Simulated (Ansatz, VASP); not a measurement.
**Fe: VASP beside Ansatz**

```
Fe
1.0
     2.41231    0.00000    0.00000
     0.00000    2.41231    0.00000
     0.00000    0.00000    2.41231
Fe
1
Direct
  0.00000 0.00000 0.00000
```

Alike in both runs: task single point; functional r2SCAN; k mesh 21 × 21 × 21; occupations fermi-dirac, width 0.05 eV; collinear spin.

|  | VASP | Ansatz |
| --- | --- | --- |
| version | VASP 6.6.1 | Ansatz 0.2.0 |
| potentials or method | VASP PAW PBE potentials, release 64 (Fe), cutoff 520 eV | plane waves (500 eV) with PAW, scalar-relativistic |
| valence electrons in the cell | 8 | 16 |

```csv
,VASP,Ansatz,Ansatz less VASP
net moment per atom (μB),2.90,2.90,+0.005
size of the moment on the site where the two differ most (μB),2.92,2.93,+0.003
```

VASP's potentials were made for PBE, not for r2SCAN. Site moments also hang on the region over which each program counts them. The functional is the same, so the differences come from potentials, cutoffs and numerics. VASP's potentials hold 8 valence electrons a cell and Ansatz's 16, so a difference there can come from the potentials and not from the codes. Ansatz's warnings: stability check not made.
